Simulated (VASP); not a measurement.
Runs of VASP 6.6.1 on TiAl3. The structure is that of space group I4/mmm (No. 139), or close to it. The cells are those of the table. 

```csv
level,cell,k mesh,gap on the mesh (eV),pressure (GPa)
revPBE,"a = 5.062 Å, angles 135.6, 135.6, 64.5°, 4 atoms",6 × 6 × 6,none,(b)
PBEsol+D3(BJ),"a = 4.989 Å, angles 135.6, 135.6, 64.6°, 4 atoms",10 × 10 × 10,none,0.1
r2SCAN,"a = 5.162 Å, angles 135.6, 135.6, 64.5°, 4 atoms",10 × 10 × 10,none,-6.0
PBEsol+D3(BJ),"a = 4.999 Å, angles 135.6, 135.6, 64.6°, 4 atoms",10 × 10 × 10,none,(a)
PBEsol+D3(BJ),"a = 5.062 Å, angles 135.6, 135.6, 64.5°, 4 atoms",10 × 10 × 10,none,-4.6
```

Alike in all rows: task single point; potentials or basis VASP PAW PBE potentials, release 64 (Ti_sv, Al); no spin polarisation; cutoff (eV) 520; smearing fermi-dirac 0.05 eV.

Task: Estimate the missing entries.

Result: (a) -0.6; (b) 3.8.

Caveats: the PAW data sets were made with another functional, which shifts forces and pressure a little; the cell stands under tension (at least some runs); three body term missing (at least some runs); the cell stands under pressure (at least some runs).

A gap of «none» marks levels without a gap at the run's occupations.
